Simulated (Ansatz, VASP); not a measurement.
## TaTc in VASP and in Ansatz

```
Ta Tc
1.0
     3.14355    0.00000    0.00000
     0.00000    3.14355    0.00000
     0.00000    0.00000    3.14355
Ta Tc
1 1
Direct
  0.00000 0.00000 0.00000
  0.50000 0.50000 0.50000
```

Alike in both runs: task single point; functional LDA; k mesh 7 × 7 × 7; no spin polarisation.

```csv
,VASP,Ansatz
version,VASP 6.6.1,Ansatz 0.2.0
potentials or method,"VASP PAW LDA potentials, release 64 (Ta_pv, Tc_pv), cutoff 500 eV","plane waves, PAW"
occupations,"methfessel-paxton of order 1, width 0.1 eV","cold, width 0.1 eV"
valence electrons in the cell,24,28
```

|  | VASP | Ansatz | Ansatz less VASP |
| --- | --- | --- | --- |
| pressure (GPa) | -2.0 | -2.6 | -0.58 |

LDA's correlation is that of Perdew and Zunger in VASP and of Perdew and Wang (1992) in Ansatz. VASP's potentials hold 24 valence electrons a cell and Ansatz's 28, so a difference there can come from the potentials and not from the codes.

Spin-orbit coupling is off throughout.
